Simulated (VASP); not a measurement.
# KF (P-1) in VASP: relaxation of cell and atoms with PBE

Aim: the relaxation of cell and atoms of KF with PBE.

Program: VASP 6.6.1. These are calculated values, not measurements. Logs are shortened: lines on timing, memory, paths and dates and some standing lists are left out, and cuts for length are marked.

## Step 1: The cell of the first run

The typed cell holds 4 atoms: a = 3.259 Å, b = 4.609 Å, c = 4.609 Å, α = 90.00°, β = 90.00°, γ = 90.00°.

## Step 2: Relaxation of cell and atoms, PBE

File INCAR:

```
SYSTEM = KF
PREC = Accurate
ENCUT = 600
EDIFF = 1E-6
ISMEAR = 0
SIGMA = 0.05
LREAL = .FALSE.
LASPH = .TRUE.
NELM = 100
ALGO = Normal
ISIF = 3
LWAVE = .FALSE.
LCHARG = .FALSE.
GGA = PE
IBRION = 2
NSW = 100
EDIFFG = -0.01
```

File KPOINTS:

```
regular mesh
0
G
  8 6 6
  0 0 0
```

File POSCAR:

```
KF
1.0
   -3.2589550000      0.0000000000      0.0000000000
    0.0000000000      3.2589550000      3.2589550000
    0.0000000000      3.2589550000     -3.2589550000
K F
2 2
Direct
   -0.0222244411      0.0480023485      0.0304579123
    0.0222244411      0.4519976515      0.4695420877
    0.4657157352      0.4608808165     -0.0075946302
    0.5342842648      0.0391191835      0.5075946302
```

Potentials or basis: VASP PAW PBE potentials, release 64 (K_sv, F).

Command:

```
$ cat potpaw_PBE.64/K_sv/POTCAR potpaw_PBE.64/F/POTCAR > POTCAR
$ mpirun -np 1 vasp_std > vasp.out
```

OUTCAR:

```text
SYSTEM = KF
   PREC = Accurate
   ENCUT = 600
   EDIFF = 1E-6
   ISMEAR = 0
   LREAL = .FALSE.
   LASPH = .TRUE.
   NELM = 100
   ISIF = 3
   GGA = PE
   IBRION = 2
   NSW = 100
   EDIFFG = -0.01

 ion  position               nearest neighbor table
   1  0.978  0.048  0.030-   3 2.49   3 2.54   4 2.63   2 2.75   4 2.81   4 2.85   2 3.19   2 3.41
                             2 3.77
   2  0.022  0.452  0.470-   4 2.49   4 2.54   3 2.63   1 2.75   3 2.81   3 2.85   1 3.19   1 3.41
                             1 3.77
   3  0.466  0.461  0.992-   1 2.49   1 2.54   2 2.63   2 2.81   2 2.85
   4  0.534  0.039  0.508-   2 2.49   2 2.54   1 2.63   1 2.81   1 2.85

  LATTYP: Found a simple tetragonal cell.
 ALAT       =     4.6088583602
 C/A-ratio  =     0.7071067812

  Lattice vectors:

 A1 = (   0.0000000000,   3.2589550000,   3.2589550000)
 A2 = (   0.0000000000,   3.2589550000,  -3.2589550000)
 A3 = (  -3.2589550000,   0.0000000000,   0.0000000000)

Analysis of symmetry for initial positions (statically):
=====================================================================
 Subroutine PRICEL returns:
 Original cell was already a primitive cell.

 Routine SETGRP: Setting up the symmetry group for a
 simple tetragonal supercell.

 Subroutine GETGRP returns: Found  2 space group operations
 (whereof  1 operations were pure point group operations)
 out of a pool of 16 trial point group operations.

The static configuration has the point symmetry C_1 .
 The point group associated with its full space group is S_2 .

Analysis of symmetry for dynamics (positions and initial velocities):
=====================================================================
 Subroutine PRICEL returns:
 Original cell was already a primitive cell.

 Routine SETGRP: Setting up the symmetry group for a
 simple tetragonal supercell.

 Subroutine GETGRP returns: Found  2 space group operations
 (whereof  1 operations were pure point group operations)
 out of a pool of 16 trial point group operations.

The dynamic configuration has the point symmetry C_1 .
 The point group associated with its full space group is S_2 .

 Subroutine INISYM returns: Found  2 space group operations
 (whereof  1 operations are pure point group operations),
 and found     1 'primitive' translations

[... 120 lines left out ...]
  Fermi-wavevector in a.u.,A,eV,Ry     =   1.265814  2.392041 21.800402  1.602284
  Thomas-Fermi vector in A             =   2.399047
   LORBIT       =      0    0 simple, 1 ext, 2 COOP (PROOUT), +10 PAW based schemes
   GGA     = PE    functional components
   LHFCALC =     F    Hartree Fock is set to
   AEXX    =    0.0000 exact exchange contribution
   IVDW    =     0    specifies the selected vdW correction
   LEPSILON=     F    determine dielectric tensor
   LRPA    =     F    only Hartree local field effects (RPA)
 conjugate gradient relaxation of ions
 non-spin polarized calculation
 Gauss-broadening in eV      SIGMA  =   0.05
  energy-cutoff  :      600.00
  volume of cell :       69.23
 maximum number of plane-waves:      2335
 NGX is ok and might be reduce to    28
   NGX = 13   NGY = 19   NGZ = 19

--------------------------------------- Ionic step        1  -------------------------------------------

 number of electron      32.0000006 magnetization

 Free energy of the ion-electron system (eV)
  ---------------------------------------------------
  ext. energy  EPLUGINS =         0.00000000
  ---------------------------------------------------
  free energy    TOTEN  =       -15.77255643 eV

  energy without entropy =      -15.77255643  energy(sigma->0) =      -15.77255643

------------------------ aborting loop because EDIFF is reached ----------------------------------------

  FORCE on cell =-STRESS in cart. coord.  units (eV):
  Direction    XX          YY          ZZ          XY          YZ          ZX
  --------------------------------------------------------------------------------------
  -------------------------------------------------------------------------------------
  Total        1.3355229      2.4703273      1.0313187     -0.0654284      0.4175507     -0.3972323
  in kB       30.9098449     57.1741855     23.8692291     -1.5143003      9.6639517     -9.1936937
  external PRESSURE =      37.3177532 kB  Pullay stress =       0.0000000 kB
[... 95 lines left out ...]
  FREE ENERGIE OF THE ION-ELECTRON SYSTEM (eV)
  ---------------------------------------------------
  free  energy   TOTEN  =       -16.0425946910 eV

  energy  without entropy=      -16.0425946910  energy(sigma->0) =      -16.04259469

[... ionic steps 4 to 15 ...]

--------------------------------------- Ionic step       16  -------------------------------------------

 number of electron      31.9999997 magnetization

------------------------ aborting loop because EDIFF is reached ----------------------------------------
[... 71 lines left out ...]
--------------------------------------- Ionic step       18  -------------------------------------------

 number of electron      32.0000000 magnetization

 Free energy of the ion-electron system (eV)
  ---------------------------------------------------
  ext. energy  EPLUGINS =         0.00000000
  ---------------------------------------------------
  free energy    TOTEN  =       -16.19042962 eV

  energy without entropy =      -16.19042962  energy(sigma->0) =      -16.19042962

 E-fermi :  -1.7606     XC(G=0):  -9.0229

 val. band max:       -2.0404681017   @ k =   0.5000   0.5000   0.5000
 cond. band min:       4.2176538172   @ k =   0.0000   0.0000   0.0000
 fundamental gap:      6.2581219189
 Fermi energy:        -1.7605607272

 k-point     1 :       0.0000    0.0000    0.0000
  band No.  band energies     occupation
      1     -29.0537      2.00000
      2     -28.8256      2.00000
      3     -20.9402      2.00000
      4     -20.8514      2.00000
      5     -12.8655      2.00000
      6     -12.8422      2.00000
[... 541 lines left out ...]
     19       7.1891      0.00000
     20       7.3486      0.00000

 [... further k-points ...]

------------------------ aborting loop because EDIFF is reached ----------------------------------------

  FORCE on cell =-STRESS in cart. coord.  units (eV):
  Direction    XX          YY          ZZ          XY          YZ          ZX
  --------------------------------------------------------------------------------------
  -------------------------------------------------------------------------------------
  Total       -0.0014837     -0.0086840      0.0158988     -0.0037949      0.0175130     -0.0038949
  in kB       -0.0343358     -0.2009680      0.3679374     -0.0878242      0.4052945     -0.0901380
  external PRESSURE =       0.0442112 kB  Pullay stress =       0.0000000 kB
[... 19 lines left out ...]
  FREE ENERGIE OF THE ION-ELECTRON SYSTEM (eV)
  ---------------------------------------------------
  free  energy   TOTEN  =       -16.1904296152 eV

  energy  without entropy=      -16.1904296152  energy(sigma->0) =      -16.19042962

 reached required accuracy - stopping structural energy minimisation
```

OSZICAR:

```text
N       E                     dE             d eps       ncg     rms          rms(c)
DAV:   1     0.288855444239E+03    0.28886E+03   -0.17938E+04  5920   0.171E+03
DAV:   2    -0.337060904330E+01   -0.29223E+03   -0.28219E+03  7884   0.448E+02
DAV:   3    -0.169768639409E+02   -0.13606E+02   -0.13560E+02  7376   0.893E+01
[... 169 lines left out ...]
DAV:   2    -0.161907283847E+02    0.29265E-03   -0.44558E-03  7072   0.589E-01    0.116E-01
DAV:   3    -0.161904533119E+02    0.27507E-03   -0.25299E-04  7388   0.164E-01    0.382E-02
DAV:   4    -0.161904274096E+02    0.25902E-04   -0.59869E-05  7620   0.731E-02    0.143E-02
DAV:   5    -0.161904293677E+02   -0.19581E-05   -0.70220E-06  7924   0.231E-02    0.347E-03
DAV:   6    -0.161904296152E+02   -0.24749E-06   -0.42556E-07  4224   0.557E-03
  18 F= -.16190430E+02 E0= -.16190430E+02  d E =-.161788E-03
```

CONTCAR:

```text
KF
   1.00000000000000
    -3.2603436184624184   -0.0032300997157001   -0.0031261150221344
     0.0049268533842759    3.2364149285522741    3.2359068932859181
    -0.0006897675394646    3.2827614194759200   -3.2788141275729363
  K               F
     2     2
Direct
     0.9836780592186481    0.9995914695913721    0.9998644481420568
     0.0163219407813519    0.5004085304086278    0.5001355518579433
     0.4936072302848731    0.4994119583638973    0.0001046397353115
     0.5063927697151268    0.0005880416361026    0.4998953602646884

  0.00000000E+00  0.00000000E+00  0.00000000E+00
  0.00000000E+00  0.00000000E+00  0.00000000E+00
  0.00000000E+00  0.00000000E+00  0.00000000E+00
  0.00000000E+00  0.00000000E+00  0.00000000E+00
```

Run time: 15 min. Hardware: 1 thread of Intel Xeon 6975P-C (Granite Rapids), shared host; peak memory 0.37 GiB.

What came out:

* Free energy: -16.1904 eV
* Energy gained by relaxing: 104.5 meV/atom
* Ionic steps: 18
* Pressure after relaxing: 0.0 GPa
* Largest force after relaxing: 0.009 eV/Å
* Band gap on the k mesh: 6.26 eV, indirect (the least direct gap lies 1.4 meV higher)

Forces on the atoms (eV/Å):
```
K   -0.004  0.007  0.004
K    0.004 -0.007 -0.004
F   -0.006  0.004  0.006
F    0.006 -0.004 -0.006
```

The path:
```csv
step,energy change (eV),largest force (eV/Å),pressure (GPa),volume (Å³)
1,0.0000,1.3840,3.73,69.23
2,-0.2220,0.6757,0.14,73.33
3,-0.2700,0.3307,-1.76,76.86
4,-0.3164,0.2882,-1.34,74.80
5,-0.3869,0.2022,0.68,68.82
6,-0.4011,0.1416,0.26,69.30
7,-0.4073,0.0848,-0.12,69.90
8,-0.4116,0.0560,-0.06,69.68
9,-0.4136,0.0448,0.03,69.39
10,-0.4156,0.0400,0.01,69.36
11,-0.4159,0.0400,0.01,69.34
12,-0.4168,0.0291,-0.02,69.35
13,-0.4172,0.0192,-0.03,69.36
14,-0.4175,0.0102,0.02,69.21
15,-0.4175,0.0084,0.06,69.13
16,-0.4177,0.0142,0.00,69.25
17,-0.4177,0.0166,-0.02,69.28
18,-0.4179,0.0094,0.00,69.23
```

Final structure:
```yaml
crystal:
  lattice:
    - [-3.26034, -0.00323, -0.00313]
    - [0.00493, 3.23641, 3.23591]
    - [-0.00069, 3.28276, -3.27881]
  atoms:
    - { symbol: K, position: [0.98368, 0.99959, 0.99986] }
    - { symbol: K, position: [0.01632, 0.50041, 0.50014] }
    - { symbol: F, position: [0.49361, 0.49941, 0.00010] }
    - { symbol: F, position: [0.50639, 0.00059, 0.49990] }
```
